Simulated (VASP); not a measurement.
Here is a VASP 6.6.1 calculation.

The input INCAR:

```
ALGO     = Normal         # electronic algorithm
EDIFF    = 1E-6           # SCF threshold, eV
ENCUT    = 520            # plane-wave cutoff, eV
GGA      = PE             # functional
ISIF     = 2              # what is computed and relaxed
ISMEAR   = 1              # smearing method
LASPH    = T              # aspherical terms in the spheres
LCHARG   = F              # write CHGCAR
LREAL    = F              # projectors in reciprocal space
LWAVE    = F              # write WAVECAR
NBANDS   = 18             # bands
NELM     = 60             # most SCF steps
PREC     = Accurate       # precision mode
SIGMA    = 0.3            # smearing width, eV
```

The input KPOINTS:

```
k-points
0
Gamma
  13 13 13
```

Contents of POSCAR:

```
Si2W
1.0
   -1.6069000000      1.6069000000      3.9149500000
    1.6069000000     -1.6069000000      3.9149500000
    1.6069000000      1.6069000000     -3.9149500000
Si W
2 1
Direct
    0.3347000000      0.3347000000      0.0000000000
    0.6653000000      0.6653000000      0.0000000000
    0.0000000000      0.0000000000      0.0000000000
```

Potentials or basis: VASP PAW PBE potentials, release 64 (Si, W_sv).

Launch:

```sh
$ cat potpaw_PBE.64/Si/POTCAR potpaw_PBE.64/W_sv/POTCAR > POTCAR
$ mpirun -np 1 vasp_std > vasp.out
```

Question: What does it give for the pressure?

Answer: 3.3 GPa.

Question: Predict the band gap on the k mesh.

Answer: Zero (bands 11 and 12 overlap by 1.19 eV).

Question: Estimate the largest force.

Answer: 0.061 eV/Å.

Forces on the atoms (eV/Å):
```
Si   0.000  0.000 -0.061
Si   0.000  0.000  0.061
W    0.000  0.000  0.000
```

Caveat: the cell stands under pressure; so wide a smearing shifts energies and pressures; spin-orbit coupling is left out, which moves the levels of the heavy elements.
